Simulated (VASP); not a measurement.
The system is Bi2Se3 (Paraguanajuatite).

```
CELL_PARAMETERS angstrom
2.07150 1.19598 9.54533
-2.07150 1.19598 9.54533
0.00000 -2.39196 9.54533
ATOMIC_POSITIONS crystal
Bi 0.59920 0.59920 0.59920
Bi 0.40080 0.40080 0.40080
Se 0.78830 0.78830 0.78830
Se 0.21170 0.21170 0.21170
Se 0.00000 0.00000 0.00000
```

```yaml
Program: VASP 6.6.1
Task: relaxation of cell and atoms
Functional: PBEsol
Dispersion: D3(BJ)
Potentials_or_basis: VASP PAW PBE potentials, release 64 (Bi_d, Se)
Cutoff: 600 eV
k_mesh: 8 × 8 × 8
Occupations: fermi-dirac, width 0.05 eV
Spin: no spin polarisation
```

At the start: pressure -2.4 GPa; volume 28.38 Å³/atom.

Q: Where does the relaxation end?

A: Over 16 steps the energy falls by 15.3 meV/atom and the volume is 26.61 Å³/atom (-6.2 %); space group R-3m (No. 166, to 0.05 Å).

The path:
```tsv
step	energy change (eV)	largest force (eV/Å)	pressure (GPa)	volume (Å³)
1	0.0000	0.1640	-2.39	141.89
2	-0.0309	0.5188	1.68	133.38
3	-0.0443	0.3563	0.10	136.29
4	-0.0558	0.2108	0.05	135.65
5	-0.0584	0.1591	0.01	135.14
6	-0.0619	0.1468	-0.06	135.04
7	-0.0698	0.1114	-0.29	134.73
8	-0.0735	0.1078	-0.66	134.12
9	-0.0742	0.0685	-0.56	134.30
10	-0.0763	0.0249	-0.15	133.42
11	-0.0765	0.0088	-0.01	133.11
12	-0.0765	0.0084	0.00	133.08
13	-0.0765	0.0123	0.01	133.02
14	-0.0765	0.0086	0.03	133.05
15	-0.0766	0.0086	0.02	133.05
16	-0.0767	0.0079	0.01	133.07
```

Final structure:
```
Bi Se
1.0
     2.04078    1.17824    9.22385
    -2.04078    1.17824    9.22385
     0.00000   -2.35649    9.22385
Bi Se
2 3
Direct
  0.59808 0.59808 0.59808
  0.40192 0.40192 0.40192
  0.79234 0.79234 0.79234
  0.20766 0.20766 0.20766
  0.00000 0.00000 0.00000
```

Caveat: the PAW data sets were made with another functional, which shifts forces and pressure a little.
